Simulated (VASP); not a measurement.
Here is a VASP 6.6.1 calculation.

File POSCAR:

```
NaCl
1.0
    0.0000000000      3.0872727782      3.1190716878
    3.0872727782      0.0000000000      3.1190716878
    3.0872727782      3.0872727782      0.0000000000
Na Cl
1 1
Direct
    0.0000000000      0.0000000000      0.0000000000
    0.2500000000      0.2500000000      0.2500000000
```

Contents of INCAR.step1:

```
ALGO = Normal
EDIFF = 1E-4
ENCUT = 520
GGA = PE
ISMEAR = 0
LASPH = T
LCHARG = F
LREAL = F
LWAVE = T
NBANDS = 14
NELM = 80
PREC = Accurate
SIGMA = 0.01
```

File INCAR.step2:

```
ALGO = Normal
EDIFF = 1E-7
ENCUT = 520
ISIF = 2
ISMEAR = 0
ISTART = 1
LASPH = T
LCHARG = F
LMIXTAU = T
LREAL = F
LWAVE = F
METAGGA = R2SCAN
NBANDS = 14
NELM = 80
PREC = Accurate
SIGMA = 0.01
```

Contents of KPOINTS:

```
k-points
0
Gamma
  8 8 8
```

Potentials or basis: VASP PAW PBE potentials, release 64 (Na_pv, Cl).

Command:

```sh
$ cat potpaw_PBE.64/Na_pv/POTCAR potpaw_PBE.64/Cl/POTCAR > POTCAR
$ cp INCAR.step1 INCAR
$ mpirun -np 1 vasp_std > vasp.out
$ cp INCAR.step2 INCAR
$ mpirun -np 1 vasp_std > vasp.out
```

**Question.** Estimate the pressure.

**Answer.** -0.3 GPa.

**Question.** What does it give for the band gap on the k mesh?

**Answer.** 5.54 eV, direct.

Caveat: the cell differs from its parent crystal (uniaxial z strain +1.0%); the PAW data sets were made with another functional, which shifts forces and pressure a little. A k mesh can miss the band edges.
